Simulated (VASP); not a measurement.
A run of VASP 6.6.1 is set up as follows.

Contents of INCAR:

```
SYSTEM = MgSe
PREC = Accurate
ENCUT = 600
EDIFF = 1E-6
ISMEAR = 0
SIGMA = 0.01
LREAL = .FALSE.
LASPH = .TRUE.
NELM = 120
ALGO = Normal
ISIF = 2
LWAVE = .FALSE.
LCHARG = .FALSE.
NBANDS = 11
GGA_COMPAT = .FALSE.
```

Contents of KPOINTS:

```
regular mesh
0
G
  8 8 8
  0 0 0
```

The input POSCAR:

```
MgSe
1.0
    2.6714849383      2.6714849383      0.0000000000
   -2.6714849383      2.6714849383      0.0000000000
    0.0000000000      2.6714849383      2.6714849383
Mg Se
1 1
Direct
    0.0000000000      0.0000000000      0.0000000000
    0.5000000000      0.5000000000      0.0000000000
```

Potentials or basis: VASP PAW LDA potentials, release 64 (Mg, Se).

Launch:

```sh
$ cat potpaw_LDA.64/Mg/POTCAR potpaw_LDA.64/Se/POTCAR > POTCAR
$ mpirun -np 1 vasp_std > vasp.out
```

(1) Estimate the pressure.

(2) Estimate the band gap on the k mesh.

Answers

(1) 1.7 GPa.

(2) 1.75 eV, indirect (least direct gap 2.82 eV).
